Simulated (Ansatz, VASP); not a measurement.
## P: VASP beside Ansatz

```
P
1.0
    -3.31043    0.00000    0.00000
     0.00000    0.00000   -4.55777
     0.00000  -12.03544    0.00000
P
8
Direct
  0.00000 0.08628 0.79147
  0.50000 0.08628 0.32263
  0.00000 0.41372 0.32263
  0.50000 0.41372 0.79147
  0.00000 0.91372 0.61505
  0.50000 0.91372 0.14621
  0.00000 0.58628 0.14621
  0.50000 0.58628 0.61505
```

Alike in both runs: task single point; functional PBE; k mesh 10 × 7 × 3; occupations gaussian, width 0.03 eV; no spin polarisation.

|  | VASP | Ansatz |
| --- | --- | --- |
| version | VASP 6.6.1 | Ansatz 0.2.0 |
| potentials or method | VASP PAW PBE potentials, release 64 (P), cutoff 520 eV | scalar-relativistic, plane waves, PAW |
| valence electrons in the cell | 40 | 40 |

```csv
,VASP,Ansatz,Ansatz less VASP
gap on the k mesh at the Fermi level (eV),0.28,0.26,-0.016
least direct gap on the mesh (eV),0.28,0.26,-0.016
pressure (GPa),-0.3,0.0,+0.29
"traceless stress, the component that is largest in VASP (GPa)",-0.23,-0.23,-0.004
rms of the force components (eV/Å),0.042,0.014,-0.0274
```

Atom by atom the forces differ by 0.029 eV/Å (rms over components).
